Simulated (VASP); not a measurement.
Crystal: AlGa3P4.

```
Al P Ga
1.0
    -2.59669    2.59669    5.19338
     2.59669   -2.59669    5.19338
     2.59669    2.59669   -5.19338
Al P Ga
1 4 3
Direct
  0.00000 0.00000 0.00000
  0.37500 0.37500 0.50000
  0.12500 0.62500 0.00000
  0.87500 0.87500 0.50000
  0.62500 0.12500 0.00000
  0.75000 0.25000 0.50000
  0.50000 0.50000 0.00000
  0.25000 0.75000 0.50000
```

* Program: VASP 6.6.1
* Task: relaxation of cell and atoms
* Functional: PBE
* Potentials or basis: VASP PAW PBE potentials, release 64 (Al, P, Ga_d)
* Cutoff: 600 eV
* k mesh: 6 × 6 × 6
* Occupations: fermi-dirac, width 0.02 eV
* Spin: no spin polarisation

At the start: pressure 20.0 GPa; volume 17.51 Å³/atom.

Task: How do energy, volume and symmetry change on relaxing?

Result: Over 8 steps the energy falls by 180.0 meV/atom and the volume is 20.87 Å³/atom (+19.2 %); space group I-42m (No. 121, to 0.1 Å) before and after.

The path:
```tsv
step	energy change (eV)	largest force (eV/Å)	pressure (GPa)	volume (Å³)
1	0.0000	0.0188	20.01	140.07
2	-0.8622	0.0908	-7.40	189.26
3	-1.4393	0.0533	-0.08	167.11
4	-1.4391	0.0525	0.20	166.54
5	-1.4395	0.0230	0.19	166.55
6	-1.4396	0.0049	0.18	166.56
7	-1.4398	0.0030	-0.04	167.06
8	-1.4398	0.0030	0.02	166.97
```

Final structure:
```yaml
crystal:
  lattice:
    - [-2.75326, 2.75326, 5.50655]
    - [2.75326, -2.75326, 5.50655]
    - [2.75326, 2.75326, -5.50655]
  atoms:
    - { symbol: Al, position: [0.00000, 0.00000, 0.00000] }
    - { symbol: P, position: [0.37431, 0.37431, 0.49920] }
    - { symbol: P, position: [0.12488, 0.62569, 0.00000] }
    - { symbol: P, position: [0.87512, 0.87512, 0.50080] }
    - { symbol: P, position: [0.62569, 0.12488, 0.00000] }
    - { symbol: Ga, position: [0.75000, 0.25000, 0.50000] }
    - { symbol: Ga, position: [0.50000, 0.50000, 0.00000] }
    - { symbol: Ga, position: [0.25000, 0.75000, 0.50000] }
```

Caveat: the volume moved by over 15 % at a fixed basis, so the end points are rough.
